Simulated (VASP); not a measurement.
Set up this calculation in VASP 6.6.1, as the native input.

| Item | Value |
| --- | --- |
| Task | single point |
| Functional | PBE |
| Potentials or basis | VASP PAW PBE potentials, release 64 (Mg, O) |
| Cutoff | 520 eV |
| k mesh | 10 × 10 × 10 |
| Occupations | gaussian, width 0.05 eV |
| Spin | no spin polarisation |
| Dipole correction | no |
| Further INCAR settings | ALGO = Normal; EDIFF = 1e-07; NBANDS = 11 |

The structure of MgO lies in POSCAR:

```
MgO
1.0
    0.0000000000      2.1351500000      2.1351500000
    2.2952862500      0.0000000000      2.1351500000
    2.2952862500      2.1351500000      0.0000000000
Mg O
1 1
Direct
    0.0000000000      0.0000000000      0.0000000000
    0.5000000000      0.5000000000      0.5000000000
```

This cell differs from its parent crystal: strain +0.0750 x Voigt [1, 0, 0, 0, 0, 0].

The input as run:

INCAR

```
PREC     = Accurate       # precision mode
ENCUT    = 520            # plane-wave cutoff, eV
EDIFF    = 1E-7           # SCF threshold, eV
ISMEAR   = 0              # smearing method
SIGMA    = 0.05           # smearing width, eV
LREAL    = False          # projectors in reciprocal space
LASPH    = True           # aspherical terms in the spheres
NELM     = 80             # most SCF steps
ALGO     = Normal         # electronic algorithm
ISIF     = 2              # what is computed and relaxed
LWAVE    = False          # write WAVECAR
LCHARG   = False          # write CHGCAR
GGA      = PE             # functional
NBANDS   = 11             # bands
```

KPOINTS

```
Automatic mesh
0
Gamma
  10 10 10
```

Potentials or basis: VASP PAW PBE potentials, release 64 (Mg, O).

The run is started by

```console
$ cat potpaw_PBE.64/Mg/POTCAR potpaw_PBE.64/O/POTCAR > POTCAR
$ mpirun -np 1 vasp_std > vasp.out
```

Results of the run:

```yaml
Pressure: -10.1 GPa
Band_gap_on_the_k_mesh: 3.59 eV, direct
```

Caveat: the cell differs from its parent crystal (strain +0.0750 x Voigt [1, 0, 0, 0, 0, 0]).

Run time: 12 s on 1 thread of Intel(R) Xeon(R) Platinum 8375C CPU @ 2.90GHz (Ice Lake), with other jobs on the host, peak memory 0.15 GiB.
